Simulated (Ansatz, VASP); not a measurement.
Ti2Al6H: VASP beside Ansatz

```xyz
9
Lattice="5.0242 0.0000 0.0000 2.1589 4.5367 0.0000 0.0000 0.0000 21.2187" Properties=species:S:1:pos:R:3 pbc="T T T"
Al    2.5121    0.0000    4.0000
Al    1.0794    2.2684    4.0000
Al    0.0000    0.0000    5.3414
Al    1.0794    2.2684    6.7763
Al    2.5121    0.0000    6.7763
Al    3.5915    2.2684    8.1187
Ti    3.5915    2.2684    5.3414
Ti    0.0000    0.0000    8.0567
H     7.1831    4.5367   10.6187
```

Alike in both runs: task single point; functional PBE; dispersion D3(BJ); k mesh 6 × 6 × 1; occupations gaussian, width 0.1 eV; no spin polarisation.

```csv
,VASP,Ansatz
version,VASP 6.6.1,Ansatz 0.2.0
potentials or method,"VASP PAW PBE potentials, release 64 (Al, Ti_sv, H), cutoff 520 eV","scalar-relativistic, plane waves, PAW"
valence electrons in the cell,43,43
```

|  | VASP | Ansatz | Ansatz less VASP |
| --- | --- | --- | --- |
| gap on the k mesh at the Fermi level (eV) | none | none | - |
| rms of the force components (eV/Å) | 0.537 | 0.537 | -0.0001 |

A gap of «none» marks a metal or a gap that the smearing closes.
